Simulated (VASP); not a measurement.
# Ta (R-3m) in VASP: notebook

Ta is run at these levels: PBEsol; tasks: electric field gradients.

All numbers are computed with VASP 6.6.1; they aren't measurements. Logs are shortened: lines on timing, memory, paths and dates and some standing lists are left out, and cuts for length are marked.

### 1 The cell of the first run

Symmetry: R-3m, No. 166, trigonal system. The conventional cell has a = 4.717 Å, b = 4.717 Å, c = 2.803 Å, α = 90.00°, β = 90.00°, γ = 120.00°. Ta (site symmetry -3m) has 14 Ta at 2.80 to 3.30 Å within 3.7 Å.

### 2 Electric field gradients, PBEsol (equal xy, yz and zx shear strains of -2 %)

File INCAR:

```
  ALGO = Normal
  EDIFF = 1E-8
  ENCUT = 520
  GGA = PS
  ISIF = 2
  ISMEAR = -1
  LASPH = T
  LCHARG = F
  LEFG = T
  LREAL = F
  LWAVE = F
  NBANDS = 12
  NELM = 80
  PREC = Accurate
  SIGMA = 0.08
```

File KPOINTS:

```
k-points
0
Gamma
  17 17 17
```

File POSCAR:

```
Ta
1.0
   -1.6843056000      1.6512800000      1.6512800000
    1.6512800000     -1.6843056000      1.6512800000
    1.6512800000      1.6512800000     -1.6843056000
Ta
1
Direct
    0.0000000000      0.0000000000      0.0000000000
```

Potentials or basis: VASP PAW PBE potentials, release 64 (Ta_pv).

On the command line:

```
$ cat potpaw_PBE.64/Ta_pv/POTCAR > POTCAR
$ mpirun -np 1 vasp_std > vasp.out
```

OUTCAR:

```text
EDIFF = 1E-8
   ENCUT = 520
   GGA = PS
   ISIF = 2
   ISMEAR = -1
   LASPH = T
   LREAL = F
   NELM = 80
   PREC = Accurate

 ion  position               nearest neighbor table
   1  0.000  0.000  0.000-

  LATTYP: Found a trigonal (rhomboedric) cell.
 ALAT       =     2.8792944676
 COS(alpha) =    -0.3420602552

  Lattice vectors:

 A1 = (  -1.6843056000,   1.6512800000,   1.6512800000)
 A2 = (   1.6512800000,  -1.6843056000,   1.6512800000)
 A3 = (   1.6512800000,   1.6512800000,  -1.6843056000)

Analysis of symmetry for initial positions (statically):
=====================================================================
 Subroutine PRICEL returns:
 Original cell was already a primitive cell.

 Routine SETGRP: Setting up the symmetry group for a
 trigonal (rhombohedral) supercell.

 Subroutine GETGRP returns: Found 12 space group operations
 (whereof 12 operations were pure point group operations)
 out of a pool of 12 trial point group operations.

The static configuration has the point symmetry D_3d.

Analysis of symmetry for dynamics (positions and initial velocities):
=====================================================================
 Subroutine PRICEL returns:
 Original cell was already a primitive cell.

 Routine SETGRP: Setting up the symmetry group for a
 trigonal (rhombohedral) supercell.

 Subroutine GETGRP returns: Found 12 space group operations
 (whereof 12 operations were pure point group operations)
 out of a pool of 12 trial point group operations.

The dynamic configuration has the point symmetry D_3d.

 Subroutine INISYM returns: Found 12 space group operations
 (whereof 12 operations are pure point group operations),
 and found     1 'primitive' translations

----------------------------------------------------------------------------------------

                                     Primitive cell

  volume of cell :      18.0049

  direct lattice vectors                    reciprocal lattice vectors
    -1.684305600  1.651280000  1.651280000     0.006118315  0.305915748  0.305915748
     1.651280000 -1.684305600  1.651280000     0.305915748  0.006118315  0.305915748
     1.651280000  1.651280000 -1.684305600     0.305915748  0.305915748  0.006118315

  length of vectors
     2.879294468  2.879294468  2.879294468     0.432673460  0.432673460  0.432673460

  position of ions in fractional coordinates (direct lattice)
     0.000000000  0.000000000  0.000000000

  ion indices of the primitive-cell ions
   primitive index   ion index
                 1           1

----------------------------------------------------------------------------------------

 KPOINTS: k-points

Automatic generation of k-mesh.
 Grid dimensions read from file:
 generate k-points for:   17   17   17

 Generating k-lattice:

  Cartesian coordinates                     Fractional coordinates (reciprocal lattice)
     0.000359901  0.017995044  0.017995044     0.058823529 -0.000000000 -0.000000000
     0.017995044  0.000359901  0.017995044    -0.000000000  0.058823529 -0.000000000
     0.017995044  0.017995044  0.000359901    -0.000000000 -0.000000000  0.058823529

  Length of vectors
     0.025451380  0.025451380  0.025451380

  Shift w.r.t. Gamma in fractional coordinates (k-lattice)
     0.000000000  0.000000000  0.000000000

 Subroutine IBZKPT returns following result:
 ===========================================

 Found    489 irreducible k-points:

 Following reciprocal coordinates:
            Coordinates               Weight
  0.000000  0.000000  0.000000      1.000000
  0.058824  0.000000  0.000000      6.000000
  0.117647  0.000000  0.000000      6.000000
  0.176471  0.000000  0.000000      6.000000
  0.235294  0.000000  0.000000      6.000000
  0.294118  0.000000  0.000000      6.000000
[... 16 lines left out ...]
 -0.176471  0.058824 -0.000000     12.000000
 -0.117647  0.058824 -0.000000     12.000000
 [... further k-points ...]
   k-points           NKPTS =    489   k-points in BZ     NKDIM =    489   number of bands    NBANDS=     12
   number of dos      NEDOS =    301   number of ions     NIONS =      1
   total plane-waves  NPLWV =  13824
   dimension x,y,z NGX =    24 NGY =   24 NGZ =   24
   dimension x,y,z NGXF=    48 NGYF=   48 NGZF=   48
   ions per type =               1
   NGX,Y,Z   is equivalent  to a cutoff of  13.86, 13.86, 13.86 a.u.
   NGXF,Y,Z  is equivalent  to a cutoff of  27.71, 27.71, 27.71 a.u.
 SYSTEM =  unknown system
   PREC   = accura    normal or accurate (medium, high low for compatibility)
   ISTART =      0    job   : 0-new  1-cont  2-samecut
   ICHARG =      2    charge: 1-file 2-atom 10-const
   ISPIN  =      1    spin polarized calculation?
   LNONCOLLINEAR =      F non collinear calculations
   LSORBIT =      F    spin-orbit coupling
   LASPH  =      T    aspherical Exc in radial PAW
   ENCUT  =  520.0 eV  38.22 Ry    6.18 a.u.   5.35  5.35  5.35*2*pi/ulx,y,z
   NELM   =     80;   NELMIN=  2; NELMDL= -5     # of ELM steps
   EDIFF  = 0.1E-07   stopping-criterion for ELM
   LREAL  =      F    real-space projection
   EDIFFG = 0.1E-06   stopping-criterion for IOM
   NSW    =      0    number of steps for IOM
   IBRION =     -1    ionic relax: 0-MD 1-quasi-New 2-CG
   NFREE  =      0    steps in history (QN), initial steepest desc. (CG)
   ISIF   =      2    stress and relaxation
   ISYM   =      2    0-nonsym 1-usesym 2-fastsym
   POTIM  = 0.5000    time-step for ionic-motion
   TEBEG  =    0.0;   TEEND  =   0.0 temperature during run
   PSTRESS=    0.0 pullay stress
   NELECT =      11.0000    total number of electrons
   NUPDOWN=      -1.0000    fix difference up-down
   EMIN   =  10.00;   EMAX   =-10.00  energy-range for DOS
   EFERMI =   0.00;   METHOD = LEGACY
   ISMEAR =    -1;   SIGMA  =   0.08  broadening in eV -4-tet -1-fermi 0-gaus
   EFERMI_NEDOS =   21; number of points for ismear=-14 and -15
   IALGO  =     38    algorithm
   IMIX   =      4    mixing-type and parameters
     AMIX     =   0.40;   BMIX     =  1.00
     AMIX_MAG =   1.60;   BMIX_MAG =  1.00
  volume/ion in A,a.u.               =      18.00       121.50
  Fermi-wavevector in a.u.,A,eV,Ry     =   1.389127  2.625070 26.254820  1.929675
  Thomas-Fermi vector in A             =   2.513188
   LORBIT       =      0    0 simple, 1 ext, 2 COOP (PROOUT), +10 PAW based schemes
   GGA     = PS    functional components
   LHFCALC =     F    Hartree Fock is set to
   AEXX    =    0.0000 exact exchange contribution
   IVDW    =     0    specifies the selected vdW correction
   LEPSILON=     F    determine dielectric tensor
   LRPA    =     F    only Hartree local field effects (RPA)
 non-spin polarized calculation
  energy-cutoff  :      520.00
  volume of cell :       18.00
 maximum number of plane-waves:       504
 NGX is ok and might be reduce to    24
   NGX = 11   NGY = 11   NGZ = 11

 number of electron      11.0000000 magnetization

 Free energy of the ion-electron system (eV)
  ---------------------------------------------------
  ext. energy  EPLUGINS =         0.00000000
  ---------------------------------------------------
  free energy    TOTEN  =       -12.55717045 eV

  energy without entropy =      -12.52928950  energy(sigma->0) =      -12.54322998

 E-fermi :   5.3226     XC(G=0): -12.7292

 val. band max:        5.3197264456   @ k =  -0.2353  -0.4706   0.1765
 cond. band min:       5.3246659579   @ k =   0.4118   0.3529   0.0588
 fundamental gap:      0.0049395122
 Fermi energy:         5.3225682143

 k-point     1 :       0.0000    0.0000    0.0000
  band No.  band energies     occupation
      1     -27.7307      2.00000
      2     -27.7307      2.00000
      3     -27.6303      2.00000
      4      -2.6055      2.00000
      5       5.7220      0.01348
      6       6.1853      0.00004
      7       6.1853      0.00004
      8       9.3457      0.00000
      9       9.3457      0.00000
     10      19.9898      0.00000
     11      19.9914      0.00000
     12      20.5624      0.00000
[... 331 lines left out ...]
 k-point    24 :      -0.1176    0.0588   -0.0000
  band No.  band energies     occupation
      1     -27.8432      2.00000
      2     -27.7446      2.00000
      3     -27.6684      2.00000
      4      -2.1503      2.00000
      5       5.6342      0.03984
      6       5.9112      0.00127
      7       6.6024      0.00000
      8       8.9023      0.00000
      9       9.4010      0.00000
     10      19.9892      0.00000
     11      20.7364      0.00000
     12      21.0992      0.00000

 [... further k-points ...]

------------------------ aborting loop because EDIFF is reached ----------------------------------------

  FORCE on cell =-STRESS in cart. coord.  units (eV):
  Direction    XX          YY          ZZ          XY          YZ          ZX
  --------------------------------------------------------------------------------------
  -------------------------------------------------------------------------------------
  Total       -0.3891395     -0.3891395     -0.3891395      0.1605152      0.1605152      0.1605152
  in kB      -34.6277995    -34.6277995    -34.6277995     14.2835404     14.2835404     14.2835404
  external PRESSURE =     -34.6277995 kB  Pullay stress =       0.0000000 kB

 VOLUME and BASIS-vectors are now :
 -----------------------------------------------------------------------------
  energy-cutoff  :      520.00
  volume of cell :       18.00
      direct lattice vectors                 reciprocal lattice vectors
    -1.684305600  1.651280000  1.651280000     0.006118315  0.305915748  0.305915748
     1.651280000 -1.684305600  1.651280000     0.305915748  0.006118315  0.305915748
     1.651280000  1.651280000 -1.684305600     0.305915748  0.305915748  0.006118315

 POSITION                                       TOTAL-FORCE (eV/Angst)
 -----------------------------------------------------------------------------------
      0.00000      0.00000      0.00000        -0.000000      0.000000     -0.000000
 -----------------------------------------------------------------------------------
    total drift:                               -0.000000      0.000000      0.000000

  FREE ENERGIE OF THE ION-ELECTRON SYSTEM (eV)
  ---------------------------------------------------
  free  energy   TOTEN  =       -12.5571704545 eV

  energy  without entropy=      -12.5292895003  energy(sigma->0) =      -12.54322998

 Electric field gradients (V/A^2)
---------------------------------------------------------------------
 ion       V_xx      V_yy      V_zz      V_xy      V_xz      V_yz
---------------------------------------------------------------------
   1       0.000    -0.000     0.000    15.978    15.978    15.978
---------------------------------------------------------------------

 Electric field gradients after diagonalization (V/A^2)
 (convention: |V_zz| > |V_xx| > |V_yy|)
----------------------------------------------------------------------
 ion       V_xx      V_yy      V_zz     asymmetry (V_yy - V_xx)/ V_zz
----------------------------------------------------------------------
   1     -15.978   -15.978    31.956       0.000
----------------------------------------------------------------------

           NMR quadrupolar parameters

 Cq : quadrupolar parameter    Cq=e*Q*V_zz/h
 eta: asymmetry parameters     (V_yy - V_xx)/ V_zz
 Q  : nuclear electric quadrupole moment in mb (millibarn)
----------------------------------------------------------------------
 ion       Cq(MHz)       eta       Q (mb)
----------------------------------------------------------------------
   1       0.077       0.000       1.000
----------------------------------------------------------------------
```

Wall time 2 min (1 thread of Intel Xeon Platinum 8259CL at 2.50GHz (Skylake/Cascade Lake), shared host); peak memory 0.23 GiB.

Results:

- Free energy: -12.5572 eV
- Pressure: -3.5 GPa
- Band gap on the k mesh: zero (an odd number of electrons rules out a gap without spin polarisation)
- Largest electric field gradient by atom: Ta +32.0 V/Å²

Electric field gradients, principal values (V/Å²):
```tsv
atom	least	middle	greatest (by size)
1 Ta	-15.978	-15.978	31.956
```

Caveat: the cell differs from its parent crystal (equal xy, yz and zx shear strains of -2 %); the cell stands under tension; without QUAD_EFG the Cq values of the log hold for a quadrupole moment of 1 mb, not for the nuclei; the PAW data sets were made with another functional, which shifts forces and pressure a little; spin-orbit coupling is left out, which moves the levels of the heavy elements.

[end of part 1 of 2]
